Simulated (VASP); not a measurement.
Crystal: Hf.

```
CELL_PARAMETERS angstrom
-1.76749 1.76749 1.76749
1.76749 -1.76749 1.76749
1.76749 1.76749 -1.76749
ATOMIC_POSITIONS crystal
Hf 0.00000 0.00000 0.00000
```

Base run:

* Program: VASP 6.6.1
* Functional: PBE
* Potentials or basis: VASP PAW PBE potentials, release 64 (Hf_pv)
* Cutoff: 520 eV
* k mesh: 14 × 14 × 14
* Occupations: fermi-dirac, width 0.05 eV
* Spin: no spin polarisation

Its results: band gap on the k mesh zero (band 5 reaches 6.20 eV, above the bottom of band 6 at 3.90 eV); pressure 0.6 GPa.

**Question.** The run is repeated on the same cell with these changes: functional from PBE to r2SCAN. What comes out?

**Answer.** Band gap on the k mesh zero (band 5 reaches 6.33 eV, above the bottom of band 6 at 3.67 eV); pressure 0.0 GPa.

Caveats: spin-orbit coupling is left out, which moves the levels of the heavy elements; the PAW data sets were made with another functional, which shifts forces and pressure a little (some runs).
